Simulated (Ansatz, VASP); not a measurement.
Co: VASP beside Ansatz

The input INCAR:

```
PREC = Accurate
ENCUT = 600
EDIFF = 1E-6
ISMEAR = -1
SIGMA = 0.05
LREAL = F
LASPH = T
NELM = 200
ALGO = Normal
ISIF = 2
LWAVE = F
LCHARG = F
ISPIN = 2
MAGMOM = 2 2
LORBIT = 11
LMAXMIX = 4
GGA = PS
NBANDS = 28
GGA_COMPAT = F
```

The input KPOINTS:

```
regular mesh
0
Gamma
  12 12 7
```

The input POSCAR:

```
Co
1.0
    2.4537477140      0.0000000000      0.0000000000
   -1.2268738570      2.1250078548      0.0000000000
    0.0000000000      0.0000000000      4.0083734539
Co
2
Direct
    0.3333333333      0.6666666667      0.7401390000
    0.6666666667      0.3333333333      0.2598610000
```

The input input.yaml:

```yaml
crystal:
  lattice:
    - [2.453747714, 0.0, 0.0]
    - [-1.226873857, 2.1250078548, 0.0]
    - [0.0, 0.0, 4.0083734539]
  atoms:
    - { symbol: Co, position: [0.3333333333, 0.6666666667, 0.740139], spin: 2.0 }
    - { symbol: Co, position: [0.6666666667, 0.3333333333, 0.259861], spin: 2.0 }
hamiltonian:
  xc: pbesol
  pseudopotentials: { kind: paw }
magnetization:
  spin_polarized: true
kpoints:
  mp_grid: { grid: [12, 12, 7] }
scf:
  occupations: { method: fermi_dirac, width: 0.05 }
output:
  forces: true
  stress: true
  eigenvalues: true
```

Alike in both runs: task single point; functional PBEsol; k mesh 12 × 12 × 7; occupations fermi-dirac, width 0.05 eV; collinear spin.

|  | VASP | Ansatz |
| --- | --- | --- |
| version | VASP 6.6.1 | Ansatz 0.2.0 |
| potentials or method | VASP PAW PBE potentials, release 64 (Co_sv) | Ansatz PAW |
| plane-wave cutoff (eV) | 600 | 420 |
| valence electrons in the cell | 34 | 34 |

```csv
,VASP,Ansatz,Ansatz less VASP
gap on the k mesh at the Fermi level (eV),none,none,-
pressure (GPa),-4.7,-0.7,+4.01
"traceless stress, the component that is largest in VASP (GPa)",-2.08,-2.10,-0.022
rms of the force components (eV/Å),0.339,0.338,-0.0003
net moment per atom (μB),1.58,1.59,+0.001
size of the moment on the site where the two differ most (μB),1.64,1.65,+0.009
```

VASP's potentials were made for PBE, not for PBEsol. Site moments also hang on the region over which each program counts them. Atom by atom the forces differ by 0.000 eV/Å (rms over components). A gap of «none» marks a metal or a gap that the smearing closes. With one functional, cell and mesh, what is left measures potentials, basis and numerics.
